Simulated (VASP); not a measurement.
# SrTi2O4 (Fd-3m) in VASP: notebook

SrTi2O4 is run at these levels: PBE; tasks: single point.

All numbers are computed with VASP 6.6.1; they aren't measurements. Logs are shortened: lines on timing, memory, paths and dates and some standing lists are left out, and cuts for length are marked.

## 1. The cell of the first run

The structure is cubic, space group Fd-3m (No. 227). Conventional cell: a = 9.051 Å, b = 9.051 Å, c = 9.051 Å, α = 90.00°, β = 90.00°, γ = 90.00°. Within 3.0 Å of Sr (site symmetry -43m) lie 4 O at 2.29 Å. Ti (site symmetry -3m) has 6 O at 2.09 Å within 2.8 Å. O (site symmetry 3m) has 3 Ti at 2.09 Å and 1 Sr at 2.29 Å and 3 O at 2.65 Å within 2.8 Å.

## 2. Single point, PBE, collinear spin

INCAR reads:

```
SYSTEM = SrTi2O4
ALGO = Normal ; EDIFF = 1E-6
ENCUT = 600 ; GGA = PE
GGA_COMPAT = .False. ; ISIF = 2
ISMEAR = 0 ; ISPIN = 2
LASPH = .True. ; LCHARG = .False.
LMAXMIX = 4 ; LORBIT = 11
LREAL = .False. ; LWAVE = .False.
MAGMOM = 0 0 0.28 0.28 0.28 0.28 0 0 0 0 0 0 0 0 ; NBANDS = 75
NELM = 200 ; PREC = Accurate
SIGMA = 0.1
```

KPOINTS reads:

```
k-points
0
Gamma
  4 4 4
  0 0 0
```

POSCAR reads:

```
SrTi2O4
1.0
    0.0000000000      4.5255211663      4.5255211663
    4.5255211663      0.0000000000      4.5255211663
    4.5255211663      4.5255211663      0.0000000000
Sr Ti O
2 4 8
Direct
    0.2500000000      0.2500000000      0.2500000000
    0.0000000000      0.0000000000      0.0000000000
    0.6250000000      0.6250000000      0.1250000000
    0.1250000000      0.6250000000      0.6250000000
    0.6250000000      0.1250000000      0.6250000000
    0.6250000000      0.6250000000      0.6250000000
    0.3963034089      0.3963034089      0.3963034089
    0.3963034089      0.8110897732      0.3963034089
    0.8110897732      0.3963034089      0.3963034089
    0.8536965911      0.8536965911      0.4389102268
    0.3963034089      0.3963034089      0.8110897732
    0.8536965911      0.4389102268      0.8536965911
    0.4389102268      0.8536965911      0.8536965911
    0.8536965911      0.8536965911      0.8536965911
```

Potentials or basis: VASP PAW PBE potentials, release 64 (Sr_sv, Ti_sv, O).

On the command line:

```
$ cat potpaw_PBE.64/Sr_sv/POTCAR potpaw_PBE.64/Ti_sv/POTCAR potpaw_PBE.64/O/POTCAR > POTCAR
$ mpirun -np 1 vasp_std > vasp.out
```

OUTCAR:

```text
SYSTEM = SrTi2O4
   EDIFF = 1E-6
   ENCUT = 600
   GGA = PE
   ISIF = 2
   ISMEAR = 0
   ISPIN = 2
   LASPH = .True.
   LORBIT = 11
   LREAL = .False.
   NELM = 200
   PREC = Accurate

 ion  position               nearest neighbor table
   1  0.250  0.250  0.250-   7 2.29   8 2.29   9 2.29  11 2.29   4 3.75   5 3.75   6 3.75   3 3.75
                             4 3.75   3 3.75   5 3.75   6 3.75   5 3.75   4 3.75   6 3.75   3 3.75
   2  0.000  0.000  0.000-  14 2.29  12 2.29  13 2.29  10 2.29   4 3.75   5 3.75   6 3.75   3 3.75
                             5 3.75   3 3.75   4 3.75   6 3.75   6 3.75   4 3.75   5 3.75   3 3.75
   3  0.625  0.625  0.125-   8 2.09   9 2.09  12 2.09  13 2.09   7 2.09  14 2.09   1 3.75   1 3.75
                             2 3.75   2 3.75   1 3.75   2 3.75
   4  0.125  0.625  0.625-   8 2.09  12 2.09  11 2.09  10 2.09   7 2.09  14 2.09   1 3.75   1 3.75
                             2 3.75   2 3.75   1 3.75   2 3.75
   5  0.625  0.125  0.625-   9 2.09  13 2.09  11 2.09  10 2.09   7 2.09  14 2.09   1 3.75   1 3.75
                             2 3.75   2 3.75   1 3.75   2 3.75
   6  0.625  0.625  0.625-   8 2.09   9 2.09  10 2.09  11 2.09  12 2.09  13 2.09   1 3.75   2 3.75
                             1 3.75   1 3.75   2 3.75   2 3.75
   7  0.396  0.396  0.396-   3 2.09   4 2.09   5 2.09   1 2.29
   8  0.396  0.811  0.396-   4 2.09   3 2.09   6 2.09   1 2.29
   9  0.811  0.396  0.396-   5 2.09   3 2.09   6 2.09   1 2.29
  10  0.854  0.854  0.439-   4 2.09   5 2.09   6 2.09   2 2.29
  11  0.396  0.396  0.811-   4 2.09   5 2.09   6 2.09   1 2.29
  12  0.854  0.439  0.854-   4 2.09   3 2.09   6 2.09   2 2.29
  13  0.439  0.854  0.854-   5 2.09   3 2.09   6 2.09   2 2.29
  14  0.854  0.854  0.854-   3 2.09   4 2.09   5 2.09   2 2.29

  LATTYP: Found a face centered cubic cell.
 ALAT       =     9.0510423326

  Lattice vectors:

 A1 = (   0.0000000000,   4.5255211663,   4.5255211663)
 A2 = (   4.5255211663,   0.0000000000,   4.5255211663)
 A3 = (   4.5255211663,   4.5255211663,   0.0000000000)

Analysis of symmetry for initial positions (statically):
=====================================================================
 Subroutine PRICEL returns:
 Original cell was already a primitive cell.

 Routine SETGRP: Setting up the symmetry group for a
 face centered cubic supercell.

 Subroutine GETGRP returns: Found 48 space group operations
 (whereof 24 operations were pure point group operations)
 out of a pool of 48 trial point group operations.

The static configuration has the point symmetry T_d .
 The point group associated with its full space group is O_h .

Analysis of symmetry for dynamics (positions and initial velocities):
=====================================================================
 Subroutine PRICEL returns:
 Original cell was already a primitive cell.

 Routine SETGRP: Setting up the symmetry group for a
 face centered cubic supercell.

 Subroutine GETGRP returns: Found 48 space group operations
 (whereof 24 operations were pure point group operations)
 out of a pool of 48 trial point group operations.

The dynamic configuration has the point symmetry T_d .
 The point group associated with its full space group is O_h .

Analysis of structural, dynamic, and magnetic symmetry:
=====================================================================
 Subroutine PRICEL returns:
 Original cell was already a primitive cell.

 Routine SETGRP: Setting up the symmetry group for a
 face centered cubic supercell.

 Subroutine GETGRP returns: Found 48 space group operations
 (whereof 24 operations were pure point group operations)
 out of a pool of 48 trial point group operations.

The overall configuration has the point symmetry T_d .
 The point group associated with its full space group is O_h .

 Subroutine INISYM returns: Found 48 space group operations
 (whereof 24 operations are pure point group operations),
 and found     1 'primitive' translations

----------------------------------------------------------------------------------------

                                     Primitive cell

  volume of cell :     185.3684

  direct lattice vectors                    reciprocal lattice vectors
     0.000000000  4.525521166  4.525521166    -0.110484513  0.110484513  0.110484513
     4.525521166  0.000000000  4.525521166     0.110484513 -0.110484513  0.110484513
     4.525521166  4.525521166  0.000000000     0.110484513  0.110484513 -0.110484513

  length of vectors
     6.400053410  6.400053410  6.400053410     0.191364789  0.191364789  0.191364789

  position of ions in fractional coordinates (direct lattice)
     0.250000000  0.250000000  0.250000000
     0.000000000  0.000000000  0.000000000
     0.625000000  0.625000000  0.125000000
     0.125000000  0.625000000  0.625000000
     0.625000000  0.125000000  0.625000000
     0.625000000  0.625000000  0.625000000
     0.396303409  0.396303409  0.396303409
     0.396303409  0.811089773  0.396303409
     0.811089773  0.396303409  0.396303409
     0.853696591  0.853696591  0.438910227
[... 64 lines left out ...]
   NGX,Y,Z   is equivalent  to a cutoff of  14.03, 14.03, 14.03 a.u.
   NGXF,Y,Z  is equivalent  to a cutoff of  28.05, 28.05, 28.05 a.u.
 SYSTEM =  SrTi2O4
   PREC   = accura    normal or accurate (medium, high low for compatibility)
   ISTART =      0    job   : 0-new  1-cont  2-samecut
   ICHARG =      2    charge: 1-file 2-atom 10-const
   ISPIN  =      2    spin polarized calculation?
   LNONCOLLINEAR =      F non collinear calculations
   LSORBIT =      F    spin-orbit coupling
   LASPH  =      T    aspherical Exc in radial PAW
   ENCUT  =  600.0 eV  44.10 Ry    6.64 a.u.  12.78 12.78 12.78*2*pi/ulx,y,z
   NELM   =    200;   NELMIN=  2; NELMDL= -5     # of ELM steps
   EDIFF  = 0.1E-05   stopping-criterion for ELM
   LREAL  =      F    real-space projection
   EDIFFG = 0.1E-04   stopping-criterion for IOM
   NSW    =      0    number of steps for IOM
   IBRION =     -1    ionic relax: 0-MD 1-quasi-New 2-CG
   NFREE  =      0    steps in history (QN), initial steepest desc. (CG)
   ISIF   =      2    stress and relaxation
   ISYM   =      2    0-nonsym 1-usesym 2-fastsym
   POTIM  = 0.5000    time-step for ionic-motion
   TEBEG  =    0.0;   TEEND  =   0.0 temperature during run
   PSTRESS=    0.0 pullay stress
   NELECT =     116.0000    total number of electrons
   NUPDOWN=      -1.0000    fix difference up-down
   EMIN   =  10.00;   EMAX   =-10.00  energy-range for DOS
   EFERMI =   0.00;   METHOD = LEGACY
   ISMEAR =     0;   SIGMA  =   0.10  broadening in eV -4-tet -1-fermi 0-gaus
   EFERMI_NEDOS =   21; number of points for ismear=-14 and -15
   IALGO  =     38    algorithm
   IMIX   =      4    mixing-type and parameters
     AMIX     =   0.40;   BMIX     =  1.00
     AMIX_MAG =   1.60;   BMIX_MAG =  1.00
  volume/ion in A,a.u.               =      13.24        89.35
  Fermi-wavevector in a.u.,A,eV,Ry     =   1.400282  2.646150 26.678170  1.960790
  Thomas-Fermi vector in A             =   2.523258
   LORBIT       =     11    0 simple, 1 ext, 2 COOP (PROOUT), +10 PAW based schemes
   GGA     = PE    functional components
   LHFCALC =     F    Hartree Fock is set to
   AEXX    =    0.0000 exact exchange contribution
   IVDW    =     0    specifies the selected vdW correction
   LEPSILON=     F    determine dielectric tensor
   LRPA    =     F    only Hartree local field effects (RPA)
 spin polarized calculation
 Gauss-broadening in eV      SIGMA  =   0.10
  energy-cutoff  :      600.00
  volume of cell :      185.37
 maximum number of plane-waves:      6230
 NGX is ok and might be reduce to    54
   NGX = 25   NGY = 25   NGZ = 25

 number of electron     115.9999991 magnetization       0.3641518

 Free energy of the ion-electron system (eV)
  ---------------------------------------------------
  ext. energy  EPLUGINS =         0.00000000
  ---------------------------------------------------
  free energy    TOTEN  =      -113.09476813 eV

  energy without entropy =     -113.04670269  energy(sigma->0) =     -113.07073541

 E-fermi :   7.0162     XC(G=0): -10.5846

 val. band max:        6.9365732469   @ k =   0.5000   0.5000   0.0000
 cond. band min:       7.0227217652   @ k =   0.5000   0.0000   0.0000
 fundamental gap:      0.0861485183
 Fermi energy:         7.0162177576

 spin component 1

 k-point     1 :       0.0000    0.0000    0.0000
  band No.  band energies     occupation
      1     -51.7298      1.00000
      2     -51.6986      1.00000
      3     -51.6986      1.00000
      4     -51.6986      1.00000
      5     -28.5604      1.00000
      6     -28.5567      1.00000
[... 573 lines left out ...]
     69       8.4829      0.00000
     70       8.4829      0.00000
 Fermi energy:         7.0162177576

 spin component 2

 k-point     1 :       0.0000    0.0000    0.0000
  band No.  band energies     occupation
      1     -51.6518      1.00000
      2     -51.6205      1.00000
      3     -51.6205      1.00000
      4     -51.6205      1.00000
      5     -28.5588      1.00000
      6     -28.5372      1.00000
[... 573 lines left out ...]
     69       8.5166      0.00000
     70       8.5166      0.00000
 [bands above 70 left out]

------------------------ aborting loop because EDIFF is reached ----------------------------------------

  FORCE on cell =-STRESS in cart. coord.  units (eV):
  Direction    XX          YY          ZZ          XY          YZ          ZX
  --------------------------------------------------------------------------------------
  -------------------------------------------------------------------------------------
  Total        0.4123861      0.4123861      0.4123861      0.0000000     -0.0000000      0.0000000
  in kB        3.5643370      3.5643370      3.5643370      0.0000000     -0.0000000      0.0000000
  external PRESSURE =       3.5643370 kB  Pullay stress =       0.0000000 kB

 VOLUME and BASIS-vectors are now :
 -----------------------------------------------------------------------------
  energy-cutoff  :      600.00
  volume of cell :      185.37
      direct lattice vectors                 reciprocal lattice vectors
     0.000000000  4.525521166  4.525521166    -0.110484513  0.110484513  0.110484513
     4.525521166  0.000000000  4.525521166     0.110484513 -0.110484513  0.110484513
     4.525521166  4.525521166  0.000000000     0.110484513  0.110484513 -0.110484513

 POSITION                                       TOTAL-FORCE (eV/Angst)
 -----------------------------------------------------------------------------------
      2.26276      2.26276      2.26276         0.000000      0.000000      0.000000
      0.00000      0.00000      0.00000         0.000000      0.000000      0.000000
      3.39414      3.39414      5.65690         0.000000      0.000000      0.000000
      5.65690      3.39414      3.39414         0.000000      0.000000      0.000000
      3.39414      5.65690      3.39414         0.000000      0.000000      0.000000
      5.65690      5.65690      5.65690         0.000000      0.000000      0.000000
      3.58696      3.58696      3.58696         0.010340      0.010340      0.010340
      5.46408      3.58696      5.46408        -0.010340      0.010340     -0.010340
      3.58696      5.46408      5.46408         0.010340     -0.010340     -0.010340
      5.84972      5.84972      7.72684         0.010340      0.010340     -0.010340
      5.46408      5.46408      3.58696        -0.010340     -0.010340      0.010340
      5.84972      7.72684      5.84972         0.010340     -0.010340      0.010340
      7.72684      5.84972      5.84972        -0.010340      0.010340      0.010340
      7.72684      7.72684      7.72684        -0.010340     -0.010340     -0.010340
 -----------------------------------------------------------------------------------
    total drift:                                0.000000      0.000000      0.000000

  FREE ENERGIE OF THE ION-ELECTRON SYSTEM (eV)
  ---------------------------------------------------
  free  energy   TOTEN  =      -113.0947681270 eV

  energy  without entropy=     -113.0467026924  energy(sigma->0) =     -113.07073541

 total charge

# of ion       s       p       d       tot
------------------------------------------
    1        2.022   5.819   0.342   8.183
    2        2.022   5.819   0.342   8.183
    3        2.165   6.175   1.815  10.155
    4        2.165   6.175   1.815  10.155
    5        2.165   6.175   1.815  10.155
    6        2.165   6.175   1.815  10.155
    7        1.558   3.487   0.000   5.045
    8        1.558   3.487   0.000   5.045
    9        1.558   3.487   0.000   5.045
   10        1.558   3.487   0.000   5.045
   11        1.558   3.487   0.000   5.045
   12        1.558   3.487   0.000   5.045
   13        1.558   3.487   0.000   5.045
   14        1.558   3.487   0.000   5.045
--------------------------------------------------
tot         25.166  64.236   7.945  97.348

 magnetization (x)

# of ion       s       p       d       tot
------------------------------------------
    1       -0.000   0.000   0.003   0.003
    2       -0.000   0.000   0.003   0.003
    3        0.002   0.001   0.072   0.075
    4        0.002   0.001   0.072   0.075
    5        0.002   0.001   0.072   0.075
    6        0.002   0.001   0.072   0.075
    7        0.000  -0.000   0.000  -0.000
    8        0.000  -0.000   0.000  -0.000
    9        0.000  -0.000   0.000  -0.000
   10        0.000  -0.000   0.000  -0.000
   11        0.000  -0.000   0.000  -0.000
   12        0.000  -0.000   0.000  -0.000
   13        0.000  -0.000   0.000  -0.000
   14        0.000  -0.000   0.000  -0.000
--------------------------------------------------
tot          0.008   0.002   0.294   0.303
```

Run time: 19 min. Hardware: 1 thread of Intel Xeon 8259CL, shared host; peak memory 0.61 GiB.

Results:

* Free energy: -113.0948 eV
* Pressure: 0.4 GPa
* Largest force: 0.018 eV/Å
* Net moment: 0.36 μB per cell
* Site moments: Sr +0.00; Ti +0.07; O -0.00 μB
* Valence electrons inside the program's atomic spheres: Sr 8.18; Ti 10.15; O 5.04

Forces on the atoms (eV/Å):
```
Sr   0.000  0.000  0.000
Sr   0.000  0.000  0.000
Ti   0.000  0.000  0.000
Ti   0.000  0.000  0.000
Ti   0.000  0.000  0.000
Ti   0.000  0.000  0.000
O    0.010  0.010  0.010
O   -0.010  0.010 -0.010
O    0.010 -0.010 -0.010
O    0.010  0.010 -0.010
O   -0.010 -0.010  0.010
O    0.010 -0.010  0.010
O   -0.010  0.010  0.010
O   -0.010 -0.010 -0.010
```

Caveat: semilocal functionals often make such compounds metallic where correlation or magnetic order opens a gap, which also shifts bond lengths.

(Part 1 of 2 ends here.)
